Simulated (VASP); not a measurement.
Wanted: the native input for a VASP 6.6.1 run.

| Property | Result |
| --- | --- |
| Task | single point |
| Functional | PBE |
| Dispersion | D3(BJ) |
| Potentials or basis | VASP PAW PBE potentials, release 64 (Ni, Si) |
| Cutoff | 600 eV |
| k mesh | 4 × 6 × 4 |
| Occupations | gaussian, width 0.1 eV |
| Spin | no spin polarisation |
| Dipole correction | no |
| Further INCAR settings | ALGO = Normal; EDIFF = 1e-06; NBANDS = 38 |

The structure of SiNi lies in POSCAR:

```
SiNi
1.0
    5.1400000000      0.0000000000      0.0000000000
    0.0000000000      3.3300000000      0.0000000000
    0.0000000000      0.0000000000      5.5800000000
Ni Si
4 4
Direct
    0.0080000000      0.2500000000      0.1880000000
    0.4920000000      0.7500000000      0.6880000000
    0.9920000000      0.7500000000      0.8120000000
    0.5080000000      0.2500000000      0.3120000000
    0.1790000000      0.2500000000      0.5820000000
    0.3210000000      0.7500000000      0.0820000000
    0.8210000000      0.7500000000      0.4180000000
    0.6790000000      0.2500000000      0.9180000000
```

These files were run (other wordings do the same):

INCAR

```
ALGO     = Normal         # electronic algorithm
EDIFF    = 1E-6           # SCF threshold, eV
ENCUT    = 600            # plane-wave cutoff, eV
GGA      = PE             # functional
GGA_COMPAT= F            
ISIF     = 2              # what is computed and relaxed
ISMEAR   = 0              # smearing method
IVDW     = 12             # dispersion correction
LASPH    = T              # aspherical terms in the spheres
LCHARG   = F              # write CHGCAR
LREAL    = F              # projectors in reciprocal space
LWAVE    = F              # write WAVECAR
NBANDS   = 38             # bands
NELM     = 120            # most SCF steps
PREC     = Accurate       # precision mode
SIGMA    = 0.1            # smearing width, eV
```

KPOINTS

```
k-points
0
Gamma
  4 6 4
```

Potentials or basis: VASP PAW PBE potentials, release 64 (Ni, Si).

The run is started by

```sh
$ cat potpaw_PBE.64/Ni/POTCAR potpaw_PBE.64/Si/POTCAR > POTCAR
$ mpirun -np 1 vasp_std > vasp.out
```

Results of the run:

| Quantity | Value |
| --- | --- |
| Pressure | -1.8 GPa |
| Largest force | 0.079 eV/Å |
| Band gap on the k mesh | zero (bands 28 and 29 overlap by 1.65 eV) |
| Dispersion energy per atom | -0.473 eV |

Wall time 4.1 min on 1 thread of Oxide Virtual Turin-like Processor, with other jobs on the host, peak memory 0.26 GiB.
